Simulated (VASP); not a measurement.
# SiO2 (P4_32_12) in VASP: further runs, part 2 of 3

VASP 6.6.1.

## Step 3: Electric field gradients, r2SCAN

The input, POSCAR:

```
SiO2
1.0
    4.9329000000      0.0000000000      0.0000000000
    0.0000000000      4.9329000000      0.0000000000
    0.0000000000      0.0000000000      6.4645000000
Si O
4 8
Direct
    0.8168962330      0.8168962330      0.5000000000
    0.6831037670      0.3168962330      0.2500000000
    0.1831037670      0.1831037670      0.0000000000
    0.3168962330      0.6831037670      0.7500000000
    0.2692597703      0.3636645933      0.7999875025
    0.1363354067      0.7692597703      0.5499875025
    0.7307402297      0.6363354067      0.2999875025
    0.8636645933      0.2307402297      0.0499875025
    0.7692597703      0.1363354067      0.4500124975
    0.6363354067      0.7307402297      0.7000124975
    0.2307402297      0.8636645933      0.9500124975
    0.3636645933      0.2692597703      0.2000124975
```

The input, INCAR.step1:

```
PREC     = Accurate       # precision mode
ENCUT    = 520            # plane-wave cutoff, eV
ISMEAR   = -1             # smearing method
SIGMA    = 0.02           # smearing width, eV
LREAL    = False          # projectors in reciprocal space
LASPH    = True           # aspherical terms in the spheres
NELM     = 100            # most SCF steps
NBANDS   = 44             # bands
GGA      = PE             # functional
ALGO     = Normal         # electronic algorithm
EDIFF    = 1E-4           # SCF threshold, eV
LWAVE    = True           # write WAVECAR
LCHARG   = False          # write CHGCAR
```

The input, INCAR.step2:

```
PREC     = Accurate       # precision mode
ENCUT    = 520            # plane-wave cutoff, eV
EDIFF    = 1E-8           # SCF threshold, eV
ISMEAR   = -1             # smearing method
SIGMA    = 0.02           # smearing width, eV
LREAL    = False          # projectors in reciprocal space
LASPH    = True           # aspherical terms in the spheres
NELM     = 100            # most SCF steps
ALGO     = Normal         # electronic algorithm
ISIF     = 2              # what is computed and relaxed
LWAVE    = False          # write WAVECAR
LCHARG   = False          # write CHGCAR
METAGGA  = R2SCAN         # meta-GGA
LMIXTAU  = True         
LEFG     = True         
NBANDS   = 44             # bands
ISTART   = 1
```

The input, KPOINTS:

```
Automatic mesh
0
Gamma
  4 4 3
```

Potentials or basis: VASP PAW PBE potentials, release 64 (Si, O).

Started as:

```
cat potpaw_PBE.64/Si/POTCAR potpaw_PBE.64/O/POTCAR > POTCAR
cp INCAR.step1 INCAR
mpirun -np 1 vasp_std > vasp.out
cp INCAR.step2 INCAR
mpirun -np 1 vasp_std > vasp.out
```

OUTCAR:

```text
PREC = Accurate
   ENCUT = 520
   EDIFF = 1E-8
   ISMEAR = -1
   LREAL = False
   LASPH = True
   NELM = 100
   ISIF = 2
   METAGGA = R2SCAN
   ISTART = 1

 ion  position               nearest neighbor table
   1  0.817  0.817  0.500-   6 1.63   9 1.63   7 1.63  10 1.63   2 3.02   4 3.02   2 3.02   4 3.02

   2  0.683  0.317  0.250-   7 1.63  12 1.63   9 1.63   8 1.63   1 3.02   3 3.02   1 3.02   3 3.02

   3  0.183  0.183  0.000-   8 1.63  11 1.63   5 1.63  12 1.63   2 3.02   4 3.02   4 3.02   2 3.02

   4  0.317  0.683  0.750-   5 1.63  10 1.63   6 1.63  11 1.63   1 3.02   3 3.02   3 3.02   1 3.02

   5  0.269  0.364  0.800-   4 1.63   3 1.63
   6  0.136  0.769  0.550-   1 1.63   4 1.63
   7  0.731  0.636  0.300-   2 1.63   1 1.63
   8  0.864  0.231  0.050-   3 1.63   2 1.63
   9  0.769  0.136  0.450-   1 1.63   2 1.63
  10  0.636  0.731  0.700-   4 1.63   1 1.63
  11  0.231  0.864  0.950-   3 1.63   4 1.63
  12  0.364  0.269  0.200-   2 1.63   3 1.63
[... 830 lines left out ...]
   1      -2.997    -2.654     5.651       0.061
   2      -2.997    -2.654     5.651       0.061
   3      -2.997    -2.654     5.651       0.061
   4      -2.997    -2.654     5.651       0.061
   5     -56.988   -28.210    85.198       0.338
   6     -56.988   -28.210    85.198       0.338
   7     -56.988   -28.210    85.198       0.338
   8     -56.988   -28.210    85.198       0.338
   9     -56.988   -28.210    85.198       0.338
  10     -56.988   -28.210    85.198       0.338
  11     -56.988   -28.210    85.198       0.338
  12     -56.988   -28.210    85.198       0.338
----------------------------------------------------------------------

           NMR quadrupolar parameters

 Cq : quadrupolar parameter    Cq=e*Q*V_zz/h
 eta: asymmetry parameters     (V_yy - V_xx)/ V_zz
 Q  : nuclear electric quadrupole moment in mb (millibarn)
----------------------------------------------------------------------
 ion       Cq(MHz)       eta       Q (mb)
----------------------------------------------------------------------
   1       0.014       0.061       1.000
   2       0.014       0.061       1.000
   3       0.014       0.061       1.000
   4       0.014       0.061       1.000
   5       0.206       0.338       1.000
   6       0.206       0.338       1.000
   7       0.206       0.338       1.000
   8       0.206       0.338       1.000
   9       0.206       0.338       1.000
  10       0.206       0.338       1.000
  11       0.206       0.338       1.000
  12       0.206       0.338       1.000
----------------------------------------------------------------------
```

It took 5.6 min on 1 thread of Intel Xeon 6975P-C, shared host; peak memory 0.31 GiB.

Results:

```yaml
Free_energy: -118.9903 eV
Pressure: -2.4 GPa
Largest_force: 0.337 eV/Å
Band_gap_on_the_k_mesh: 6.33 eV, direct
```

Forces on the atoms (eV/Å):
```
Si   0.045  0.045  0.000
Si  -0.045  0.045  0.000
Si  -0.045 -0.045  0.000
Si   0.045 -0.045  0.000
O   -0.056  0.175  0.282
O   -0.175 -0.056  0.282
O    0.056 -0.175  0.282
O    0.175  0.056  0.282
O   -0.056 -0.175 -0.282
O   -0.175  0.056 -0.282
O    0.056  0.175 -0.282
O    0.175 -0.056 -0.282
```

Stress tensor (GPa, compression positive):
```
-3.12  0.00  0.00
 0.00 -3.12  0.00
 0.00  0.00 -0.83
```

Electric field gradients, principal values (V/Å²):
| atom | least | middle | greatest (by size) |
| --- | --- | --- | --- |
| 1 Si | -2.654 | -2.997 | 5.651 |
| 2 Si | -2.654 | -2.997 | 5.651 |
| 3 Si | -2.654 | -2.997 | 5.651 |
| 4 Si | -2.654 | -2.997 | 5.651 |
| 5 O | -28.210 | -56.988 | 85.198 |
| 6 O | -28.210 | -56.988 | 85.198 |
| 7 O | -28.210 | -56.988 | 85.198 |
| 8 O | -28.210 | -56.988 | 85.198 |
| 9 O | -28.210 | -56.988 | 85.198 |
| 10 O | -28.210 | -56.988 | 85.198 |
| 11 O | -28.210 | -56.988 | 85.198 |
| 12 O | -28.210 | -56.988 | 85.198 |

Caveat: without QUAD_EFG the Cq values of the log hold for a quadrupole moment of 1 mb, not for the nuclei; the PAW data sets were made with another functional, which shifts forces and pressure a little. r2SCAN opens gaps a little over a GGA but as a rule still falls short of measured ones.

## Step 4: Electric field gradients, PBE

The input, INCAR:

```
SYSTEM = SiO2
  PREC = Accurate
  ENCUT = 520
  EDIFF = 1E-8
  ISMEAR = -1
  SIGMA = 0.02
  LREAL = .FALSE.
  LASPH = .TRUE.
  NELM = 100
  ALGO = Normal
  ISIF = 2
  LWAVE = .FALSE.
  LCHARG = .FALSE.
  GGA = PE
  LEFG = .TRUE.
  NBANDS = 44
```

The input, KPOINTS:

```
Automatic mesh
0
G
  4 4 3
  0 0 0
```

The input, POSCAR:

```
SiO2
1.0
    4.9329000000      0.0000000000      0.0000000000
    0.0000000000      4.9329000000      0.0000000000
    0.0000000000      0.0000000000      6.4645000000
Si O
4 8
Direct
    0.8177050000      0.8177050000      0.5000000000
    0.6822950000      0.3177050000      0.2500000000
    0.1822950000      0.1822950000      0.0000000000
    0.3177050000      0.6822950000      0.7500000000
    0.2683400000      0.3645700000      0.8019300000
    0.1354300000      0.7683400000      0.5519300000
    0.7316600000      0.6354300000      0.3019300000
    0.8645700000      0.2316600000      0.0519300000
    0.7683400000      0.1354300000      0.4480700000
    0.6354300000      0.7316600000      0.6980700000
    0.2316600000      0.8645700000      0.9480700000
    0.3645700000      0.2683400000      0.1980700000
```

Potentials or basis: VASP PAW PBE potentials, release 64 (Si, O).

Started as:

```
cat potpaw_PBE.64/Si/POTCAR potpaw_PBE.64/O/POTCAR > POTCAR
mpirun -np 1 vasp_std > vasp.out
```

OUTCAR:

```text
SYSTEM = SiO2
   PREC = Accurate
   ENCUT = 520
   EDIFF = 1E-8
   ISMEAR = -1
   LREAL = .FALSE.
   LASPH = .TRUE.
   NELM = 100
   ISIF = 2
   GGA = PE

 ion  position               nearest neighbor table
   1  0.818  0.818  0.500-   7 1.62  10 1.62   9 1.62   6 1.62   2 3.02   4 3.02   2 3.02   4 3.02

   2  0.682  0.318  0.250-   8 1.62   9 1.62   7 1.62  12 1.62   1 3.02   3 3.02   1 3.02   3 3.02

   3  0.182  0.182  0.000-   5 1.62  12 1.62  11 1.62   8 1.62   2 3.02   4 3.02   4 3.02   2 3.02

   4  0.318  0.682  0.750-   6 1.62  11 1.62  10 1.62   5 1.62   1 3.02   3 3.02   3 3.02   1 3.02

   5  0.268  0.365  0.802-   3 1.62   4 1.62
   6  0.135  0.768  0.552-   4 1.62   1 1.62
   7  0.732  0.635  0.302-   1 1.62   2 1.62
   8  0.865  0.232  0.052-   2 1.62   3 1.62
   9  0.768  0.135  0.448-   2 1.62   1 1.62
  10  0.635  0.732  0.698-   1 1.62   4 1.62
[... 831 lines left out ...]
----------------------------------------------------------------------
   1      -4.211    -2.527     6.737       0.250
   2      -4.211    -2.527     6.737       0.250
   3      -4.211    -2.527     6.737       0.250
   4      -4.211    -2.527     6.737       0.250
   5     -56.561   -30.401    86.962       0.301
   6     -56.561   -30.401    86.962       0.301
   7     -56.561   -30.401    86.962       0.301
   8     -56.561   -30.401    86.962       0.301
   9     -56.561   -30.401    86.962       0.301
  10     -56.561   -30.401    86.962       0.301
  11     -56.561   -30.401    86.962       0.301
  12     -56.561   -30.401    86.962       0.301
----------------------------------------------------------------------

           NMR quadrupolar parameters

 Cq : quadrupolar parameter    Cq=e*Q*V_zz/h
 eta: asymmetry parameters     (V_yy - V_xx)/ V_zz
 Q  : nuclear electric quadrupole moment in mb (millibarn)
----------------------------------------------------------------------
 ion       Cq(MHz)       eta       Q (mb)
----------------------------------------------------------------------
   1       0.016       0.250       1.000
   2       0.016       0.250       1.000
   3       0.016       0.250       1.000
   4       0.016       0.250       1.000
   5       0.210       0.301       1.000
   6       0.210       0.301       1.000
   7       0.210       0.301       1.000
   8       0.210       0.301       1.000
   9       0.210       0.301       1.000
  10       0.210       0.301       1.000
  11       0.210       0.301       1.000
  12       0.210       0.301       1.000
----------------------------------------------------------------------
```

OSZICAR:

```text
N       E                     dE             d eps       ncg     rms          rms(c)
DAV:   1     0.380392546730E+03    0.38039E+03   -0.33582E+04  1056   0.134E+03
DAV:   2    -0.803777471364E+02   -0.46077E+03   -0.44729E+03  1324   0.311E+02
DAV:   3    -0.106769067817E+03   -0.26391E+02   -0.26272E+02  1304   0.787E+01
DAV:   4    -0.107087518387E+03   -0.31845E+00   -0.31791E+00  1320   0.956E+00
DAV:   5    -0.107092885702E+03   -0.53673E-02   -0.53643E-02  1304   0.121E+00    0.289E+01
DAV:   6    -0.945874196858E+02    0.12505E+02   -0.47567E+01  1252   0.320E+01    0.138E+01
DAV:   7    -0.946247640078E+02   -0.37344E-01   -0.14360E+00  1272   0.510E+00    0.504E+00
DAV:   8    -0.946245974419E+02    0.16657E-03   -0.66492E-02  1288   0.166E+00    0.196E+00
DAV:   9    -0.946405431315E+02   -0.15946E-01   -0.34949E-02  1176   0.116E+00    0.359E-01
DAV:  10    -0.946424817689E+02   -0.19386E-02   -0.42074E-03  1264   0.307E-01    0.115E-01
DAV:  11    -0.946424608405E+02    0.20928E-04   -0.95261E-04  1232   0.162E-01    0.146E-02
DAV:  12    -0.946424728860E+02   -0.12046E-04   -0.32718E-05  1280   0.279E-02    0.157E-02
DAV:  13    -0.946424733163E+02   -0.43037E-06   -0.10619E-05  1264   0.156E-02    0.494E-03
DAV:  14    -0.946424740337E+02   -0.71736E-06   -0.10604E-06  1208   0.506E-03    0.886E-04
DAV:  15    -0.946424740248E+02    0.89058E-08   -0.25559E-08  1056   0.787E-04
   1 F= -.94642474E+02 E0= -.94642474E+02  d E =-.302640E-12
```

Run time: 49 s. Hardware: 1 thread of Intel Xeon 6975P-C (Granite Rapids), shared host; peak memory 0.28 GiB.

What came out:

```yaml
Free_energy: -94.6425 eV
Pressure: 4.2 GPa
Largest_force: 0.203 eV/Å
Band_gap_on_the_k_mesh: 5.71 eV, direct
```

Forces on the atoms (eV/Å):
```
Si  -0.002 -0.002  0.000
Si   0.002 -0.002  0.000
Si   0.002  0.002  0.000
Si  -0.002  0.002  0.000
O    0.055  0.008 -0.195
O   -0.008  0.055 -0.195
O   -0.055 -0.008 -0.195
O    0.008 -0.055 -0.195
O    0.055 -0.008  0.195
O   -0.008 -0.055  0.195
O   -0.055  0.008  0.195
O    0.008  0.055  0.195
```

Stress tensor (GPa, compression positive):
```
3.11 0.00 0.00
0.00 3.11 0.00
0.00 0.00 6.44
```

Electric field gradients, principal values (V/Å²):
| atom | least | middle | greatest (by size) |
| --- | --- | --- | --- |
| 1 Si | -2.527 | -4.211 | 6.737 |
| 2 Si | -2.527 | -4.211 | 6.737 |
| 3 Si | -2.527 | -4.211 | 6.737 |
| 4 Si | -2.527 | -4.211 | 6.737 |
| 5 O | -30.401 | -56.561 | 86.962 |
| 6 O | -30.401 | -56.561 | 86.962 |
| 7 O | -30.401 | -56.561 | 86.962 |
| 8 O | -30.401 | -56.561 | 86.962 |
| 9 O | -30.401 | -56.561 | 86.962 |
| 10 O | -30.401 | -56.561 | 86.962 |
| 11 O | -30.401 | -56.561 | 86.962 |
| 12 O | -30.401 | -56.561 | 86.962 |

Caveat: without QUAD_EFG the Cq values of the log hold for a quadrupole moment of 1 mb, not for the nuclei.

(Continued in part 3 of 3.)
